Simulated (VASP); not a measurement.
Crystal: Hf.

```
Hf
1.0
     3.19670    0.00000    0.00000
    -1.59835    2.76842    0.00000
     0.00000    0.00000    5.05780
Hf
2
Direct
  0.33333 0.66667 0.25000
  0.66667 0.33333 0.75000
```

| Item | Value |
| --- | --- |
| Program | VASP 6.6.1 |
| Task | relaxation of cell and atoms |
| Functional | LDA |
| Potentials or basis | VASP PAW LDA potentials, release 64 (Hf_pv) |
| Cutoff | 600 eV |
| k mesh | 9 × 9 × 5 |
| Occupations | fermi-dirac, width 0.05 eV |
| Spin | no spin polarisation |

At the start: pressure -7.8 GPa; volume 22.38 Å³/atom.

Where does the relaxation end?

Over 9 steps the energy falls by 39.6 meV/atom and the volume is 20.83 Å³/atom (-6.9 %); space group P6_3/mmc (No. 194, to 0.1 Å) before and after.

The path:
```tsv
step	energy change (eV)	largest force (eV/Å)	pressure (GPa)	volume (Å³)
1	0.0000	0.0000	-7.75	44.76
2	0.0554	0.0000	12.78	38.11
3	-0.0785	0.0000	-0.21	41.74
4	-0.0786	0.0000	-0.01	41.68
5	-0.0785	0.0000	0.16	41.62
6	-0.0791	0.0000	0.18	41.59
7	-0.0791	0.0000	0.18	41.59
8	-0.0791	0.0000	-0.21	41.72
9	-0.0791	0.0000	0.00	41.65
```

Final structure:
```xyz
2
Lattice="3.1149 0.0000 0.0000 -1.5574 2.6976 0.0000 0.0000 0.0000 4.9571" Properties=species:S:1:pos:R:3 pbc="T T T"
Hf    0.0000    1.7984    1.2393
Hf    1.5574    0.8992    3.7178
```
